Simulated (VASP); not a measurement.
A run of VASP 6.6.1 is set up as follows.

POSCAR

```
ZnO
1.0
    2.8813033115      0.0000000000      0.0000000000
   -1.4406516557      2.4952818638      0.0000000000
    0.0000000000      0.0000000000      5.2173572539
Zn O
2 2
Direct
    0.0000000000      0.0000000000      0.0000000000
    0.0000000000      0.0000000000      0.5000000000
    0.3333333333      0.6666666667      0.2500000000
    0.6666666667      0.3333333333      0.7500000000
```

Contents of INCAR.step1:

```
SYSTEM = ZnO
PREC     = Accurate       ! precision mode
ENCUT    = 520            ! plane-wave cutoff, eV
ISMEAR   = 0              ! smearing method
SIGMA    = 0.01           ! smearing width, eV
LREAL    = .False.        ! projectors in reciprocal space
LASPH    = .True.         ! aspherical terms in the spheres
NELM     = 100            ! most SCF steps
NBANDS   = 26             ! bands
GGA      = PE             ! functional
ALGO     = Normal         ! electronic algorithm
EDIFF    = 1E-4           ! SCF threshold, eV
LWAVE    = .True.         ! write WAVECAR
LCHARG   = .False.        ! write CHGCAR
```

Contents of INCAR.step2:

```
SYSTEM = ZnO
PREC     = Accurate       ! precision mode
ENCUT    = 520            ! plane-wave cutoff, eV
EDIFF    = 1E-6           ! SCF threshold, eV
ISMEAR   = 0              ! smearing method
SIGMA    = 0.01           ! smearing width, eV
LREAL    = .False.        ! projectors in reciprocal space
LASPH    = .True.         ! aspherical terms in the spheres
NELM     = 100            ! most SCF steps
ALGO     = Normal         ! electronic algorithm
ISIF     = 2              ! what is computed and relaxed
LWAVE    = .False.        ! write WAVECAR
LCHARG   = .False.        ! write CHGCAR
METAGGA  = R2SCAN         ! meta-GGA
LMIXTAU  = .True.       
NBANDS   = 26             ! bands
ISTART   = 1
```

KPOINTS

```
regular mesh
0
Gamma
  12 12 6
  0 0 0
```

Potentials or basis: VASP PAW PBE potentials, release 64 (Zn, O).

Launch:

```console
$ cat potpaw_PBE.64/Zn/POTCAR potpaw_PBE.64/O/POTCAR > POTCAR
$ cp INCAR.step1 INCAR
$ mpirun -np 1 vasp_std > vasp.out
$ cp INCAR.step2 INCAR
$ mpirun -np 1 vasp_std > vasp.out
```

(1) What does it give for the pressure?

(2) Estimate the band gap on the k mesh.

Results:

(1) 10.6 GPa.

(2) 1.44 eV, direct.

Caveat: the cell differs from its parent crystal (epitaxial xy strain -3.2%); the PAW data sets were made with another functional, which shifts forces and pressure a little.
